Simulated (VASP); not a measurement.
A run of VASP 6.6.1 is set up as follows.

The input INCAR:

```
ALGO = Normal
EDIFF = 1E-6
ENCUT = 520
GGA = CA
ISIF = 2
ISMEAR = -1
ISPIN = 2
LASPH = T
LCHARG = F
LMAXMIX = 4
LORBIT = 11
LREAL = F
LWAVE = F
MAGMOM = 0.24 2.56
NBANDS = 17
NELM = 150
NUPDOWN = 3.0
PREC = Accurate
SIGMA = 0.02
```

KPOINTS

```
Automatic mesh
0
Gamma
  6 6 6
  0.5 0.5 0.5
```

The input POSCAR:

```
AlCo
1.0
    2.8194030000      0.0000000000      0.0000000000
    0.0000000000      2.8194030000      0.0000000000
    0.0000000000      0.0000000000      2.8194030000
Al Co
1 1
Direct
    0.0000000000      0.0000000000      0.0000000000
    0.5000000000      0.5000000000      0.5000000000
```

Potentials or basis: VASP PAW LDA potentials, release 64 (Al, Co).

Run with:

```console
$ cat potpaw_LDA.64/Al/POTCAR potpaw_LDA.64/Co/POTCAR > POTCAR
$ mpirun -np 1 vasp_std > vasp.out
```

**Question.** What does it give for the pressure?

**Answer.** 34.4 GPa.

Caveat: the k points lie up to 0.37 Å⁻¹ apart; the total moment is fixed, so each spin has its own Fermi level.
